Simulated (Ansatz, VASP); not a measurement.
**Two plane-wave programs on SnO2**

File INCAR:

```
SYSTEM = SnO2
PREC     = Accurate       ! precision mode
ENCUT    = 520            ! plane-wave cutoff, eV
EDIFF    = 1E-6           ! SCF threshold, eV
ISMEAR   = 0              ! smearing method
SIGMA    = 0.05           ! smearing width, eV
LREAL    = .FALSE.        ! projectors in reciprocal space
LASPH    = .TRUE.         ! aspherical terms in the spheres
NELM     = 100            ! most SCF steps
ALGO     = Normal         ! electronic algorithm
ISIF     = 2              ! what is computed and relaxed
LWAVE    = .FALSE.        ! write WAVECAR
LCHARG   = .TRUE.         ! write CHGCAR
GGA      = PE             ! functional
IVDW     = 12             ! dispersion correction
LELF     = .TRUE.         ! ELF
LVHAR    = .TRUE.       
NBANDS   = 35             ! bands
```

The input KPOINTS:

```
Automatic mesh
0
G
  12 12 4
  0 0 0
```

File POSCAR:

```
SnO2
1.0
    3.2112908149      0.0000000000      0.0000000000
   -1.6056454074      2.7810594246      0.0000000000
    0.0000000000      0.0000000000     10.3366770592
Sn O
2 4
Direct
   -0.2324949876     -0.0750350276      0.5000000000
    0.2324949876      0.0750350276      0.0000000000
    0.4312491491      0.2573550935      0.4018520904
    0.9020841843      0.4093115732      0.0981479096
    0.0979158157      0.5906884268      0.5981479096
    0.5687508509      0.7426449065      0.9018520904
```

Input for Ansatz:

```yaml
crystal:
  lattice:
    - [3.2112908149, 0.0, 0.0]
    - [-1.6056454074, 2.7810594246, 0.0]
    - [0.0, 0.0, 10.3366770592]
  atoms:
    - { symbol: Sn, position: [-0.2324949876, -0.0750350276, 0.5] }
    - { symbol: Sn, position: [0.2324949876, 0.0750350276, 0.0] }
    - { symbol: O, position: [0.4312491491, 0.2573550935, 0.4018520904] }
    - { symbol: O, position: [0.9020841843, 0.4093115732, 0.0981479096] }
    - { symbol: O, position: [0.0979158157, 0.5906884268, 0.5981479096] }
    - { symbol: O, position: [0.5687508509, 0.7426449065, 0.9018520904] }
basis:
  ecutwfc: 520.0
kpoints:
  mp_grid: { grid: [12, 12, 4] }
hamiltonian:
  xc: pbe
  pseudopotentials: { kind: paw, azcp: { folder: soft_1 } }
  dispersion: d3bj
scf:
  occupations: { method: gaussian, width: 0.05 }
output:
  forces: true
  stress: true
  eigenvalues: true
```

Change from the starting cell: mode 1 frozen in at -0.634 Å and mode 2 at -0.211 Å (largest displacements).

Alike in both runs: task single point; functional PBE; dispersion D3(BJ); k mesh 12 × 12 × 4; occupations gaussian, width 0.05 eV; no spin polarisation.

```csv
,VASP,Ansatz
version,VASP 6.6.1,Ansatz 0.2.0
potentials or method,"VASP PAW PBE potentials, release 64 (Sn_d, O), cutoff 520 eV","scalar-relativistic, plane waves, PAW"
valence electrons in the cell,52,52
```

```csv
,VASP,Ansatz,Ansatz less VASP
gap on the k mesh at the Fermi level (eV),2.19,2.21,+0.022
least direct gap on the mesh (eV),2.49,2.51,+0.015
pressure (GPa),0.3,-0.2,-0.58
"traceless stress, the component that is largest in VASP (GPa)",-1.35,-1.00,+0.350
rms of the force components (eV/Å),0.067,0.049,-0.0175
```

Atom by atom the forces differ by 0.027 eV/Å (rms over components).
